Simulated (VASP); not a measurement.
A run of VASP 6.6.1 is set up as follows.

The input INCAR:

```
ALGO     = Normal         # electronic algorithm
EDIFF    = 1E-6           # SCF threshold, eV
ENCUT    = 500            # plane-wave cutoff, eV
GGA      = CA             # functional
GGA_COMPAT= F            
ISIF     = 2              # what is computed and relaxed
ISMEAR   = 0              # smearing method
LASPH    = T              # aspherical terms in the spheres
LCHARG   = T              # write CHGCAR
LELF     = T              # ELF
LREAL    = F              # projectors in reciprocal space
LVHAR    = T            
LWAVE    = F              # write WAVECAR
NBANDS   = 18             # bands
NELM     = 120            # most SCF steps
PREC     = Accurate       # precision mode
SIGMA    = 0.01           # smearing width, eV
```

File KPOINTS:

```
k-points
0
Gamma
  12 12 4
```

File POSCAR:

```
PtS2
1.0
    3.5526240935      0.0000000000      0.0000000000
   -1.7763120467      3.0766627150      0.0000000000
    0.0000000000      0.0000000000      5.1228306381
Pt S
1 2
Direct
    0.0000000000      0.0000000000      0.0000000000
    0.3333333333      0.6666666667      0.2392542164
    0.6666666667      0.3333333333      0.7607457836
```

Potentials or basis: VASP PAW LDA potentials, release 64 (Pt, S).

The run is started by

```sh
$ cat potpaw_LDA.64/Pt/POTCAR potpaw_LDA.64/S/POTCAR > POTCAR
$ mpirun -np 1 vasp_std > vasp.out
```

Task: Estimate the band gap on the k mesh.

Result: 0.65 eV, indirect (least direct gap 0.76 eV).

Task: Predict the pressure.

Result: -4.1 GPa.

Task: What does it give for the largest force?

Result: 0.340 eV/Å.

Forces in eV/Å, atoms in the order of the input:
```
Pt   0.000  0.000  0.000
S    0.000  0.000 -0.340
S    0.000  0.000  0.340
```

Caveat: spin-orbit coupling is left out, which moves the levels of the heavy elements. A hybrid or GW would open this gap; LDA tends to underestimate it.
